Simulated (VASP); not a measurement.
# Ti (Im-3m) in VASP: notebook, part 2 of 2

VASP 6.6.1. Earlier steps stand in the parts before.

## Step 4: Single point, PBE, collinear spin (14.15 Å³/atom)

File INCAR:

```
PREC = Accurate ; ENCUT = 520
EDIFF = 1E-6 ; ISMEAR = 0
SIGMA = 0.15 ; LREAL = F
LASPH = T ; NELM = 150
ALGO = Normal ; ISIF = 2
LWAVE = F ; LCHARG = F
ISPIN = 2 ; MAGMOM = 0.8
LORBIT = 11 ; NUPDOWN = 0.8
LMAXMIX = 4 ; GGA = PE
NBANDS = 16
```

File KPOINTS:

```
regular mesh
0
Gamma
  22 22 22
```

File POSCAR:

```
Ti
1.0
   -1.5235541254      1.5235541254      1.5235541254
    1.5235541254     -1.5235541254      1.5235541254
    1.5235541254      1.5235541254     -1.5235541254
Ti
1
Direct
    0.0000000000      0.0000000000      0.0000000000
```

Potentials or basis: VASP PAW PBE potentials, release 64 (Ti_sv).

Run with:

```
cat potpaw_PBE.64/Ti_sv/POTCAR > POTCAR
mpirun -np 1 vasp_std > vasp.out
```

OUTCAR:

```text
PREC = Accurate
   ENCUT = 520
   EDIFF = 1E-6
   ISMEAR = 0
   LREAL = F
   LASPH = T
   NELM = 150
   ISIF = 2
   ISPIN = 2
   LORBIT = 11
   NUPDOWN = 0.8
   GGA = PE

 ion  position               nearest neighbor table
   1  0.000  0.000  0.000-

  LATTYP: Found a body centered cubic cell.
 ALAT       =     3.0471082508

  Lattice vectors:

 A1 = (  -1.5235541254,   1.5235541254,   1.5235541254)
 A2 = (   1.5235541254,  -1.5235541254,   1.5235541254)
 A3 = (   1.5235541254,   1.5235541254,  -1.5235541254)

Analysis of symmetry for initial positions (statically):
=====================================================================
 Subroutine PRICEL returns:
 Original cell was already a primitive cell.

 Routine SETGRP: Setting up the symmetry group for a
 body centered cubic supercell.

 Subroutine GETGRP returns: Found 48 space group operations
 (whereof 48 operations were pure point group operations)
 out of a pool of 48 trial point group operations.

The static configuration has the point symmetry O_h .

Analysis of symmetry for dynamics (positions and initial velocities):
=====================================================================
 Subroutine PRICEL returns:
 Original cell was already a primitive cell.

 Routine SETGRP: Setting up the symmetry group for a
 body centered cubic supercell.

 Subroutine GETGRP returns: Found 48 space group operations
 (whereof 48 operations were pure point group operations)
 out of a pool of 48 trial point group operations.

The dynamic configuration has the point symmetry O_h .

Analysis of structural, dynamic, and magnetic symmetry:
=====================================================================
 Subroutine PRICEL returns:
 Original cell was already a primitive cell.

 Routine SETGRP: Setting up the symmetry group for a
 body centered cubic supercell.

 Subroutine GETGRP returns: Found 48 space group operations
 (whereof 48 operations were pure point group operations)
 out of a pool of 48 trial point group operations.

The overall configuration has the point symmetry O_h .

[... 133 lines left out ...]

 number of electron      12.0000007 magnetization       0.8000001

 Free energy of the ion-electron system (eV)
  ---------------------------------------------------
  ext. energy  EPLUGINS =         0.00000000
  ---------------------------------------------------
  free energy    TOTEN  =        -7.43984312 eV

  energy without entropy =       -7.41929081  energy(sigma->0) =       -7.42956697

 E-fermi :  10.2593     XC(G=0): -12.4798

 val. band max:       10.5211051516   @ k =  -0.2727   0.3636   0.0909
 cond. band min:      10.2614631525   @ k =   0.3182   0.3182   0.0455
 fundamental gap:     -0.2596419992
 Fermi energy:        10.5311716242

 spin component 1

 k-point     1 :       0.0000    0.0000    0.0000
  band No.  band energies     occupation
      1     -46.0223      1.00000
      2     -21.5371      1.00000
      3     -21.5371      1.00000
      4     -21.5371      1.00000
      5       3.7716      1.00000
      6      11.2243      0.00000
[... 435 lines left out ...]
      5       5.2758      1.00000
      6      10.6018      0.25277
[... 8 lines left out ...]
     15      35.1919      0.00000
     16      38.6324      0.00000

 [... further k-points ...]

 spin component 2

 k-point     1 :       0.0000    0.0000    0.0000
  band No.  band energies     occupation
      1     -45.5204      1.00000
      2     -21.0404      1.00000
      3     -21.0404      1.00000
      4     -21.0404      1.00000
      5       4.4281      1.00000
      6      11.9092      0.00000
[... 435 lines left out ...]
      5       5.9292      1.00000
      6      11.2820      0.00000
[... 8 lines left out ...]
     15      35.7432      0.00000
     16      39.3031      0.00000

 [... further k-points ...]

------------------------ aborting loop because EDIFF is reached ----------------------------------------

  FORCE on cell =-STRESS in cart. coord.  units (eV):
  Direction    XX          YY          ZZ          XY          YZ          ZX
  --------------------------------------------------------------------------------------
  -------------------------------------------------------------------------------------
  Total        2.7860263      2.7860263      2.7860263     -0.0000000      0.0000000     -0.0000000
  in kB      315.5456101    315.5456101    315.5456101     -0.0000000      0.0000000     -0.0000000
  external PRESSURE =     315.5456101 kB  Pullay stress =       0.0000000 kB

 VOLUME and BASIS-vectors are now :
 -----------------------------------------------------------------------------
  energy-cutoff  :      520.00
  volume of cell :       14.15
      direct lattice vectors                 reciprocal lattice vectors
    -1.523554125  1.523554125  1.523554125     0.000000000  0.328180005  0.328180005
     1.523554125 -1.523554125  1.523554125     0.328180005  0.000000000  0.328180005
     1.523554125  1.523554125 -1.523554125     0.328180005  0.328180005  0.000000000

 POSITION                                       TOTAL-FORCE (eV/Angst)
 -----------------------------------------------------------------------------------
      0.00000      0.00000      0.00000        -0.000000      0.000000      0.000000
 -----------------------------------------------------------------------------------
    total drift:                                0.000000     -0.000000      0.000000

  FREE ENERGIE OF THE ION-ELECTRON SYSTEM (eV)
  ---------------------------------------------------
  free  energy   TOTEN  =        -7.4398431183 eV

  energy  without entropy=       -7.4192908149  energy(sigma->0) =       -7.42956697

 total charge

# of ion       s       p       d       tot
------------------------------------------
    1        2.289   6.150   2.115  10.554

 magnetization (x)

# of ion       s       p       d       tot
------------------------------------------
    1        0.007   0.061   0.528   0.596
```

OSZICAR:

```text
N       E                     dE             d eps       ncg     rms          rms(c)
DAV:   1     0.866693473837E+02    0.86669E+02   -0.56483E+03 21264   0.902E+02
DAV:   2    -0.438183454712E+01   -0.91051E+02   -0.86810E+02 23400   0.250E+02
DAV:   3    -0.795416632253E+01   -0.35723E+01   -0.35499E+01 24088   0.503E+01
DAV:   4    -0.801560407530E+01   -0.61438E-01   -0.61419E-01 25392   0.601E+00
DAV:   5    -0.801662465148E+01   -0.10206E-02   -0.10206E-02 24520   0.670E-01    0.106E+01
DAV:   6    -0.740420089784E+01    0.61242E+00   -0.78597E-01 22912   0.134E+01    0.353E+00
DAV:   7    -0.741590521944E+01   -0.11704E-01   -0.97074E-02 29464   0.353E+00    0.166E+00
DAV:   8    -0.743036722378E+01   -0.14462E-01   -0.27026E-02 21576   0.159E+00    0.105E+00
DAV:   9    -0.743923775259E+01   -0.88705E-02   -0.13282E-02 22536   0.997E-01    0.330E-01
DAV:  10    -0.743983071978E+01   -0.59297E-03   -0.11782E-03 26456   0.237E-01    0.628E-02
DAV:  11    -0.743985779188E+01   -0.27072E-04   -0.13815E-04 22120   0.101E-01    0.243E-02
DAV:  12    -0.743984521450E+01    0.12577E-04   -0.28710E-05 23728   0.537E-02    0.133E-02
DAV:  13    -0.743984296702E+01    0.22475E-05   -0.20004E-06 25504   0.131E-02    0.233E-03
DAV:  14    -0.743984311827E+01   -0.15125E-06   -0.19055E-07 11528   0.323E-03
   1 F= -.74398431E+01 E0= -.74295670E+01  d E =-.205523E-01  mag=     0.8000
```

It took 1.9 min on 1 thread of Intel Xeon 8259CL, shared host; peak memory 0.22 GiB.

Results:

| Item | Value |
| --- | --- |
| Free energy | -7.4398 eV |
| Pressure | 31.6 GPa |
| Net moment | 0.80 μB per cell |
| Site moments | Ti +0.60 μB |
| Valence electrons inside the program's atomic spheres | Ti 10.55 |

Caveat: the cell stands under pressure; the total moment is fixed, so each spin has its own Fermi level.

## Step 5: Summary

```csv
fixed moment (μB),pressure (GPa),moment (μB)
1.0,33.0,1.00
0.4,29.3,0.40
0.8,31.6,0.80
```

Alike in all rows: task single point; level PBE; potentials or basis VASP PAW PBE potentials, release 64 (Ti_sv); spin collinear; cell as given; k mesh 22 × 22 × 22; cutoff (eV) 520; smearing gaussian 0.15 eV.

Caveats: the cell stands under pressure; the total moment is fixed, so each spin has its own Fermi level.

Absolute energies hang on the potentials; compare differences alone.
